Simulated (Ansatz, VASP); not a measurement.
**Ru: VASP beside Ansatz**

```
Ru
1.0
     0.00000    1.89569    1.89569
     1.89569    0.00000    1.89569
     1.89569    1.89569    0.00000
Ru
1
Direct
  0.00000 0.00000 0.00000
```

Alike in both runs: task relaxation of cell and atoms; functional r2SCAN; k mesh 18 × 18 × 18; occupations gaussian, width 0.1 eV; no spin polarisation.

|  | VASP | Ansatz |
| --- | --- | --- |
| version | VASP 6.6.1 | Ansatz 0.2.0 |
| potentials or method | VASP PAW PBE potentials, release 64 (Ru_pv), cutoff 600 eV | scalar-relativistic, plane waves, PAW |
| valence electrons in the cell | 14 | 16 |

VASP gave:

```
gap on the k mesh at the Fermi level, each at its own relaxed structure (eV) : none
relaxed volume (Å³/atom)                                                     : 13.61
relaxed length of the cell vector where the two differ most in proportion (Å)              : 2.680
```

Q: What did Ansatz give for the same quantities?

A: gap on the k mesh at the Fermi level, each at its own relaxed structure (eV): none; relaxed volume (Å³/atom): 13.55; relaxed length of the cell vector where the two differ most in proportion (Å): 2.676.

VASP's potentials were made for PBE, not for r2SCAN. A gap of «none» marks a metal or a gap that the smearing closes. VASP's potentials hold 14 valence electrons a cell and Ansatz's 16, so a difference there can come from the potentials and not from the codes.
